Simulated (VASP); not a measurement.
Runs of VASP 6.6.1 on Sr2Br3. The structure is that of space group Pm-3m (No. 221), or close to it. The cells are those of the table. 

```tsv
task	cell	k mesh	cutoff (eV)	gap on the mesh (eV)	pressure (GPa)	relaxed volume (Å³/atom)
single point	a = 5.965 Å, 5 atoms	4 × 4 × 4	520	none	0.0	-
single point	a = 5.965 Å, 5 atoms	6 × 6 × 6	520	none	0.0	-
single point	a = 5.528 Å, 5 atoms	4 × 4 × 4	520	none	7.2	-
relaxation of cell and atoms	relaxed from a = 5.965 Å, 5 atoms	6 × 6 × 6	600	none	0.0	(a)
relaxation of cell and atoms	relaxed from a = 5.528 Å, 5 atoms	4 × 4 × 4	600	none	0.0	42.62
```

Alike in all rows: level PBE; potentials or basis VASP PAW PBE potentials, release 64 (Sr_sv, Br); no spin polarisation; smearing gaussian 0.1 eV.

Q: Estimate the missing entries.

A: (a) 42.52.

Caveats: an odd number of electrons without spin polarisation forces a metal; a magnetic or distorted state may lie lower; the volume moved by over 15 % at a fixed basis, so the end points are rough (some runs).

A k mesh can miss the band edges, and the runs leave out spin-orbit coupling on Br, Sr.

A gap of «none» marks levels without a gap at the run's occupations.
